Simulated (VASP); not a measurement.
# AlIn7N8 (P3m1) in VASP: further runs

AlIn7N8 is run at these levels: PBEsol; tasks: single point.

All numbers are computed with VASP 6.6.1; they aren't measurements. Logs are shortened: lines on timing, memory, paths and dates and some standing lists are left out, and cuts for length are marked.

**1. The cell of the first run**

It takes space group P3m1 (No. 156, trigonal). Conventional cell: a = 6.959 Å, b = 6.959 Å, c = 5.607 Å, α = 90.00°, β = 90.00°, γ = 120.00°. Within 2.8 Å of Al (site symmetry 3m) lie 4 N at 2.10 to 2.13 Å. Within 2.8 Å of In (site symmetry m) lie 4 N at 2.10 to 2.13 Å. Within 2.8 Å of In (site symmetry m) lie 4 N at 2.10 to 2.13 Å. In (site symmetry 3m) has 4 N at 2.10 to 2.13 Å within 2.8 Å. N (site symmetry 3m) has 1 Al at 2.10 Å and 3 In at 2.13 Å within 2.8 Å. N (site symmetry m) has 4 In at 2.10 to 2.13 Å within 2.8 Å. Within 2.8 Å of N (site symmetry m) lie 3 In at 2.10 to 2.13 Å and 1 Al at 2.13 Å. Within 2.8 Å of N (site symmetry 3m) lie 4 In at 2.10 to 2.13 Å.

**2. Single point, PBEsol**

File INCAR:

```
SYSTEM = AlIn7N8
PREC     = Accurate       ! precision mode
ENCUT    = 520            ! plane-wave cutoff, eV
EDIFF    = 1E-6           ! SCF threshold, eV
ISMEAR   = 0              ! smearing method
SIGMA    = 0.1            ! smearing width, eV
LREAL    = Auto         
LASPH    = .TRUE.         ! aspherical terms in the spheres
NELM     = 60             ! most SCF steps
ALGO     = Normal         ! electronic algorithm
ISIF     = 2              ! what is computed and relaxed
LWAVE    = .FALSE.        ! write WAVECAR
LCHARG   = .TRUE.         ! write CHGCAR
GGA      = PS             ! functional
LELF     = .TRUE.         ! ELF
LVHAR    = .TRUE.       
NBANDS   = 81             ! bands
```

File KPOINTS:

```
regular mesh
0
G
  4 3 3
  0 0 0
```

File POSCAR:

```
AlIn7N8
1.0
    0.0000000000      0.0000000000     -5.6069316400
   -6.9591742400      0.0000000000      0.0000000000
    3.4795871200      6.0268216800      0.0000000000
Al In N
1 7 8
Direct
    0.0000000000      0.6666666700      0.3333333300
    0.0000000000      0.1666666700      0.3333333300
    0.0000000000      0.6666666700      0.8333333300
    0.0000000000      0.1666666700      0.8333333300
    0.5000000000      0.3333333300      0.1666666700
    0.5000000000      0.8333333300      0.1666666700
    0.5000000000      0.3333333300      0.6666666700
    0.5000000000      0.8333333300      0.6666666700
    0.6250000000      0.6666666700      0.3333333300
    0.6250000000      0.1666666700      0.3333333300
    0.6250000000      0.6666666700      0.8333333300
    0.6250000000      0.1666666700      0.8333333300
    0.1250000000      0.3333333300      0.1666666700
    0.1250000000      0.8333333300      0.1666666700
    0.1250000000      0.3333333300      0.6666666700
    0.1250000000      0.8333333300      0.6666666700
```

Potentials or basis: VASP PAW PBE potentials, release 64 (Al, In_d, N).

Run with:

```sh
cat potpaw_PBE.64/Al/POTCAR potpaw_PBE.64/In_d/POTCAR potpaw_PBE.64/N/POTCAR > POTCAR
mpirun -np 1 vasp_std > vasp.out
```

OUTCAR:

```text
SYSTEM = AlIn7N8
   PREC = Accurate
   ENCUT = 520
   EDIFF = 1E-6
   ISMEAR = 0
   LREAL = Auto
   LASPH = .TRUE.
   NELM = 60
   ISIF = 2
   GGA = PS

 ion  position               nearest neighbor table
   1  0.000  0.667  0.333-   9 2.10  14 2.13  16 2.13  13 2.13   6 3.45   6 3.45   8 3.45   8 3.45
                             5 3.45   5 3.45   4 3.48   4 3.48   3 3.48   3 3.48   2 3.48   2 3.48
   2  0.000  0.167  0.333-  10 2.10  13 2.13  15 2.13  14 2.13   5 3.45   5 3.45   7 3.45   7 3.45
                             6 3.45   6 3.45   3 3.48   4 3.48   3 3.48   4 3.48   1 3.48   1 3.48
   3  0.000  0.667  0.833-  11 2.10  16 2.13  14 2.13  15 2.13   8 3.45   8 3.45   6 3.45   6 3.45
                             7 3.45   7 3.45   2 3.48   2 3.48   1 3.48   1 3.48   4 3.48   4 3.48
   4  0.000  0.167  0.833-  12 2.10  15 2.13  13 2.13  16 2.13   7 3.45   7 3.45   5 3.45   5 3.45
                             8 3.45   8 3.45   1 3.48   2 3.48   1 3.48   2 3.48   3 3.48   3 3.48
   5  0.500  0.333  0.167-  13 2.10  10 2.13  12 2.13   9 2.13   2 3.45   2 3.45   4 3.45   4 3.45
                             1 3.45   1 3.45   8 3.48   7 3.48   8 3.48   7 3.48   6 3.48   6 3.48
   6  0.500  0.833  0.167-  14 2.10   9 2.13  11 2.13  10 2.13   1 3.45   1 3.45   3 3.45   3 3.45
                             2 3.45   2 3.45   7 3.48   7 3.48   8 3.48   8 3.48   5 3.48   5 3.48
   7  0.500  0.333  0.667-  15 2.10  12 2.13  10 2.13  11 2.13   4 3.45   4 3.45   2 3.45   2 3.45
                             3 3.45   3 3.45   6 3.48   5 3.48   6 3.48   5 3.48   8 3.48   8 3.48
   8  0.500  0.833  0.667-  16 2.10  11 2.13   9 2.13  12 2.13   3 3.45   3 3.45   1 3.45   1 3.45
                             4 3.45   4 3.45   5 3.48   5 3.48   6 3.48   6 3.48   7 3.48   7 3.48
   9  0.625  0.667  0.333-   1 2.10   6 2.13   8 2.13   5 2.13
  10  0.625  0.167  0.333-   2 2.10   5 2.13   7 2.13   6 2.13
  11  0.625  0.667  0.833-   3 2.10   8 2.13   6 2.13   7 2.13
  12  0.625  0.167  0.833-   4 2.10   7 2.13   5 2.13   8 2.13
  13  0.125  0.333  0.167-   5 2.10   2 2.13   4 2.13   1 2.13
  14  0.125  0.833  0.167-   6 2.10   1 2.13   3 2.13   2 2.13
  15  0.125  0.333  0.667-   7 2.10   4 2.13   2 2.13   3 2.13
  16  0.125  0.833  0.667-   8 2.10   3 2.13   1 2.13   4 2.13

  LATTYP: Found a hexagonal cell.
 ALAT       =     6.9591742400
 C/A-ratio  =     0.8056892164

  Lattice vectors:

 A1 = (  -6.9591742400,   0.0000000000,   0.0000000000)
 A2 = (   3.4795871200,   6.0268216800,   0.0000000000)
 A3 = (   0.0000000000,   0.0000000000,  -5.6069316400)

Analysis of symmetry for initial positions (statically):
=====================================================================
 Subroutine PRICEL returns:
 Original cell was already a primitive cell.

 Routine SETGRP: Setting up the symmetry group for a
 hexagonal supercell.

 Subroutine GETGRP returns: Found  6 space group operations
 (whereof  6 operations were pure point group operations)
 out of a pool of 24 trial point group operations.

The static configuration has the point symmetry C_3v.

Analysis of symmetry for dynamics (positions and initial velocities):
=====================================================================
 Subroutine PRICEL returns:
 Original cell was already a primitive cell.

 Routine SETGRP: Setting up the symmetry group for a
 hexagonal supercell.

 Subroutine GETGRP returns: Found  6 space group operations
 (whereof  6 operations were pure point group operations)
 out of a pool of 24 trial point group operations.

The dynamic configuration has the point symmetry C_3v.

 Subroutine INISYM returns: Found  6 space group operations
 (whereof  6 operations are pure point group operations),
 and found     1 'primitive' translations

----------------------------------------------------------------------------------------

                                     Primitive cell

  volume of cell :     235.1643

  direct lattice vectors                    reciprocal lattice vectors
[... 43 lines left out ...]
   LHFCALC =     F    Hartree Fock is set to
   AEXX    =    0.0000 exact exchange contribution
   IVDW    =     0    specifies the selected vdW correction
   LEPSILON=     F    determine dielectric tensor
   LRPA    =     F    only Hartree local field effects (RPA)
 non-spin polarized calculation
 Gauss-broadening in eV      SIGMA  =   0.10
  energy-cutoff  :      520.00
  volume of cell :      235.16
 maximum number of plane-waves:      6354
 NGX is ok and might be reduce to    42
   NGX = 21   NGY = 25   NGZ = 25

 number of electron     134.0000090 magnetization

 Free energy of the ion-electron system (eV)
  ---------------------------------------------------
  ext. energy  EPLUGINS =         0.00000000
  ---------------------------------------------------
  free energy    TOTEN  =       -95.22568846 eV

  energy without entropy =      -95.22154039  energy(sigma->0) =      -95.22361442

 E-fermi :   6.6386     XC(G=0): -11.0186

 val. band max:        6.5806555558   @ k =   0.0000   0.0000   0.0000
 cond. band min:       6.6481007400   @ k =   0.0000   0.0000   0.0000
 fundamental gap:      0.0674451842
 Fermi energy:         6.6386093672

 k-point     1 :       0.0000    0.0000    0.0000
  band No.  band energies     occupation
      1      -8.3874      2.00000
      2      -8.3802      2.00000
      3      -8.3802      2.00000
      4      -8.3573      2.00000
      5      -8.2093      2.00000
      6      -8.1097      2.00000
[... 71 lines left out ...]
     78      11.8064      0.00000
     79      13.3504      0.00000

 k-point     2 :       0.2500    0.0000    0.0000
  band No.  band energies     occupation
      1      -8.3588      2.00000
      2      -8.3588      2.00000
      3      -8.3574      2.00000
      4      -8.3311      2.00000
      5      -8.1953      2.00000
      6      -8.0862      2.00000
[... 71 lines left out ...]
     78      12.7653      0.00000
     79      13.1816      0.00000
[... 572 lines left out ...]
     78      12.7293      0.00000
     79      12.8849      0.00000

 k-point    10 :       0.5000    0.3333    0.3333
  band No.  band energies     occupation
      1      -8.3162      2.00000
      2      -8.2979      2.00000
      3      -8.2894      2.00000
      4      -8.2894      2.00000
      5      -8.2084      2.00000
      6      -8.0543      2.00000
[... 71 lines left out ...]
     78      12.9016      0.00000
     79      12.9649      0.00000
 [bands above 79 left out]

------------------------ aborting loop because EDIFF is reached ----------------------------------------

  FORCE on cell =-STRESS in cart. coord.  units (eV):
  Direction    XX          YY          ZZ          XY          YZ          ZX
  --------------------------------------------------------------------------------------
  -------------------------------------------------------------------------------------
  Total        2.4849382      2.4849382      6.5890863      0.0000000      0.0000000      0.0000000
  in kB       16.9299186     16.9299186     44.8915362      0.0000000      0.0000000      0.0000000
  external PRESSURE =      26.2504578 kB  Pullay stress =       0.0000000 kB

 VOLUME and BASIS-vectors are now :
 -----------------------------------------------------------------------------
  energy-cutoff  :      520.00
  volume of cell :      235.16
      direct lattice vectors                 reciprocal lattice vectors
     0.000000000  0.000000000 -5.606931640     0.000000000  0.000000000 -0.178350667
    -6.959174240  0.000000000  0.000000000    -0.143695209  0.082962468  0.000000000
     3.479587120  6.026821680  0.000000000     0.000000000  0.165924936  0.000000000

 POSITION                                       TOTAL-FORCE (eV/Angst)
 -----------------------------------------------------------------------------------
     -3.47959      2.00894      0.00000        -0.000000     -0.000000      0.010783
     -0.00000      2.00894      0.00000         0.000000      0.118050     -0.214801
     -1.73979      5.02235      0.00000         0.102234     -0.059025     -0.214801
      1.73979      5.02235      0.00000        -0.102234     -0.059025     -0.214801
     -1.73979      1.00447     -2.80347        -0.091120      0.052608     -0.372603
     -5.21938      1.00447     -2.80347         0.091120      0.052608     -0.372603
[... 8 lines left out ...]
      0.00000      4.01788     -0.70087        -0.000000     -0.000000      0.280527
     -3.47959      4.01788     -0.70087         0.000000     -2.225868      1.057052
 -----------------------------------------------------------------------------------
    total drift:                               -0.000012     -0.000003      0.019214

  FREE ENERGIE OF THE ION-ELECTRON SYSTEM (eV)
  ---------------------------------------------------
  free  energy   TOTEN  =       -95.2256884584 eV

  energy  without entropy=      -95.2215403895  energy(sigma->0) =      -95.22361442
```

Run time: 8.5 min. Hardware: 1 thread of Intel Xeon 6975P-C, shared host; peak memory 0.41 GiB.

What came out:

| Quantity | Value |
| --- | --- |
| Free energy | -95.2257 eV |
| Pressure | 2.6 GPa |
| Largest force | 2.464 eV/Å |
| Band gap on the k mesh | 0.07 eV, direct |

Forces on the atoms (eV/Å):
```
Al   0.000  0.000  0.011
In   0.000  0.118 -0.215
In   0.102 -0.059 -0.215
In  -0.102 -0.059 -0.215
In  -0.091  0.053 -0.373
In   0.091  0.053 -0.373
In   0.000  0.000 -0.279
In   0.000 -0.105 -0.373
N    0.000  0.000 -2.369
N    0.000 -0.028  0.316
N   -0.024  0.014  0.316
N    0.024  0.014  0.316
N   -1.928  1.113  1.057
N    1.928  1.113  1.057
N    0.000  0.000  0.281
N    0.000 -2.226  1.057
```

Stress tensor (GPa, compression positive):
```
1.69 0.00 0.00
0.00 1.69 0.00
0.00 0.00 4.49
```

Caveat: the PAW data sets were made with another functional, which shifts forces and pressure a little; spin-orbit coupling is left out, which moves the levels of the heavy elements.

**3. Single point, PBEsol**

This run uses another cell than the first one, of 14.74 Å³/atom, 1.003 times its volume.

File INCAR:

```
ALGO     = Normal         # electronic algorithm
EDIFF    = 1E-6           # SCF threshold, eV
ENCUT    = 520            # plane-wave cutoff, eV
GGA      = PS             # functional
ISIF     = 2              # what is computed and relaxed
ISMEAR   = 0              # smearing method
LASPH    = True           # aspherical terms in the spheres
LCHARG   = False          # write CHGCAR
LREAL    = Auto         
LWAVE    = False          # write WAVECAR
NBANDS   = 81             # bands
NELM     = 100            # most SCF steps
PREC     = Accurate       # precision mode
SIGMA    = 0.1            # smearing width, eV
```

File KPOINTS:

```
k-points
0
Gamma
  4 3 3
```

File POSCAR:

```
AlIn7N8
1.0
    0.0000000000      0.0000000000     -5.6182778583
   -6.9630996215      0.0000000000      0.0000000000
    3.4815498108      6.0302211613      0.0000000000
Al In N
1 7 8
Direct
    0.0015778783      0.6666666667      0.3333333333
    0.0028343314      0.1656139051      0.3312278101
    0.0028343314      0.6687721899      0.8343860949
    0.0028343314      0.1656139051      0.8343860949
    0.5012816602      0.3423625748      0.1711812874
    0.5012816602      0.8288187126      0.1711812874
    0.5028152161      0.3333333333      0.6666666667
    0.5012816602      0.8288187126      0.6576374252
    0.6616551034      0.6666666667      0.3333333333
    0.6195688513      0.1650842282      0.3301684565
    0.6195688513      0.6698315435      0.8349157718
    0.6195688513      0.1650842282      0.8349157718
    0.1137592864      0.3623347707      0.1811673853
    0.1137592864      0.8188326147      0.1811673853
    0.1216194143      0.3333333333      0.6666666667
    0.1137592864      0.8188326147      0.6376652293
```

Potentials or basis: VASP PAW PBE potentials, release 64 (Al, In_d, N).

Run with:

```sh
cat potpaw_PBE.64/Al/POTCAR potpaw_PBE.64/In_d/POTCAR potpaw_PBE.64/N/POTCAR > POTCAR
mpirun -np 1 vasp_std > vasp.out
```

It took 8.2 min on 1 thread of Intel Xeon 6975P-C, shared host; peak memory 0.41 GiB.

It converged, with:

```
Free energy            : -96.3141 eV
Pressure               : 0.2 GPa
Largest force          : 0.060 eV/Å
Band gap on the k mesh : 0.11 eV, direct
```

Forces in eV/Å, atoms in the order of the input:
```
Al   0.000  0.000  0.042
In   0.000  0.016  0.005
In   0.014 -0.008  0.005
In  -0.014 -0.008  0.005
In   0.023 -0.013  0.003
In  -0.023 -0.013  0.003
In   0.000  0.000  0.010
In   0.000  0.026  0.003
N    0.000  0.000 -0.060
N    0.000 -0.001  0.001
N   -0.001  0.001  0.001
N    0.001  0.001  0.001
N   -0.012  0.007 -0.004
N    0.012  0.007 -0.004
N    0.000  0.000 -0.005
N    0.000 -0.013 -0.004
```

Levels at points of the mesh, in eV from the valence-band top:
```csv
k point,band 65,band 66,band 67,band 68,band 69,band 70
"(0.00, 0.00, 0.00)",-0.13,0.00,0.00,0.11,2.92,3.82
"(0.50, 0.00, 0.00)",-0.57,-0.32,-0.32,2.43,2.62,3.36
```

Caveat: the PAW data sets were made with another functional, which shifts forces and pressure a little; spin-orbit coupling is left out, which moves the levels of the heavy elements.

**4. Single point, PBEsol**

This run uses another cell than the first one, of 14.75 Å³/atom, 1.004 times its volume.

File INCAR:

```
SYSTEM = AlIn7N8
ALGO     = Normal         ! electronic algorithm
EDIFF    = 1E-6           ! SCF threshold, eV
ENCUT    = 520            ! plane-wave cutoff, eV
GGA      = PS             ! functional
ISIF     = 2              ! what is computed and relaxed
ISMEAR   = 0              ! smearing method
LASPH    = .TRUE.         ! aspherical terms in the spheres
LCHARG   = .FALSE.        ! write CHGCAR
LREAL    = Auto         
LWAVE    = .FALSE.        ! write WAVECAR
NBANDS   = 81             ! bands
NELM     = 60             ! most SCF steps
PREC     = Accurate       ! precision mode
SIGMA    = 0.01           ! smearing width, eV
```

File KPOINTS:

```
k-points
0
G
  4 3 3
  0 0 0
```

File POSCAR:

```
AlIn7N8
1.0
    0.0000000000      0.0000000000     -5.6200612270
   -6.9632259234      0.0000000000      0.0000000000
    3.4816129617      6.0303305420      0.0000000000
Al In N
1 7 8
Direct
    0.0011184526      0.6666666667      0.3333333333
    0.0028150013      0.1656526750      0.3313053500
    0.0028150013      0.6686946500      0.8343473250
    0.0028150013      0.1656526750      0.8343473250
    0.5012113908      0.3422958700      0.1711479350
    0.5012113908      0.8288520650      0.1711479350
    0.5029055592      0.3333333333      0.6666666667
    0.5012113908      0.8288520650      0.6577041300
    0.6617669623      0.6666666667      0.3333333333
    0.6196301981      0.1650864178      0.3301728356
    0.6196301981      0.6698271644      0.8349135822
    0.6196301981      0.1650864178      0.8349135822
    0.1138419383      0.3622858182      0.1811429091
    0.1138419383      0.8188570909      0.1811429091
    0.1217134405      0.3333333333      0.6666666667
    0.1138419383      0.8188570909      0.6377141818
```

Run with:

```sh
cat potpaw_PBE.64/Al/POTCAR potpaw_PBE.64/In_d/POTCAR potpaw_PBE.64/N/POTCAR > POTCAR
mpirun -np 1 vasp_std > vasp.out
```

Wall time 9 min (1 thread of Intel Xeon 6975P-C, shared host); peak memory 0.41 GiB.

It converged, with:

```yaml
Free_energy: -96.3129 eV
Pressure: 0.1 GPa
Largest_force: 0.030 eV/Å
Band_gap_on_the_k_mesh: 0.10 eV, direct
```

Forces on the atoms (eV/Å):
```
Al   0.000  0.000 -0.007
In   0.000  0.008  0.008
In   0.007 -0.004  0.008
In  -0.007 -0.004  0.008
In   0.019 -0.011 -0.005
In  -0.019 -0.011 -0.005
In   0.000  0.000  0.014
In   0.000  0.022 -0.005
N    0.000  0.000 -0.030
N    0.000 -0.002  0.001
N   -0.002  0.001  0.001
N    0.002  0.001  0.001
N   -0.020  0.012  0.006
N    0.020  0.012  0.006
N    0.000  0.000 -0.007
N    0.000 -0.023  0.006
```

Stress tensor (GPa, compression positive):
```
0.14 0.00 0.00
0.00 0.14 0.00
0.00 0.00 0.04
```

Levels at points of the mesh, in eV from the valence-band top:
| k point | band 63 | band 64 | band 65 | band 66 | band 67 | band 68 | band 69 | band 70 | band 71 | band 72 |
| --- | --- | --- | --- | --- | --- | --- | --- | --- | --- | --- |
| (0.00, 0.00, 0.00) | -0.72 | -0.72 | -0.13 | 0.00 | 0.00 | 0.10 | 2.92 | 3.81 | 3.81 | 4.29 |
| (0.50, 0.00, 0.00) | -1.34 | -0.57 | -0.57 | -0.32 | -0.32 | 2.43 | 2.61 | 3.36 | 3.51 | 3.51 |

Caveat: the PAW data sets were made with another functional, which shifts forces and pressure a little; spin-orbit coupling is left out, which moves the levels of the heavy elements.

**5. The runs side by side**

| cell | smearing | gap on the mesh (eV) | pressure (GPa) | largest force (eV/Å) |
| --- | --- | --- | --- | --- |
| a = 5.607, b = 6.959, c = 6.959 Å, angles 120.0, 90.0, 90.0°, 16 atoms | gaussian 0.1 eV | 0.07 | 2.6 | 2.46 |
| a = 5.618, b = 6.963, c = 6.963 Å, angles 120.0, 90.0, 90.0°, 16 atoms | gaussian 0.1 eV | 0.11 | 0.2 | 0.06 |
| a = 5.620, b = 6.963, c = 6.963 Å, angles 120.0, 90.0, 90.0°, 16 atoms | gaussian 0.01 eV | 0.10 | 0.1 | 0.03 |

Alike in all rows: task single point; level PBEsol; potentials or basis VASP PAW PBE potentials, release 64 (Al, In_d, N); no spin polarisation; k mesh 4 × 3 × 3; cutoff (eV) 520.

Caveats: the PAW data sets were made with another functional, which shifts forces and pressure a little; spin-orbit coupling is left out, which moves the levels of the heavy elements.

Total energies depend on the potentials used, so only differences within one code and one set of settings carry meaning.
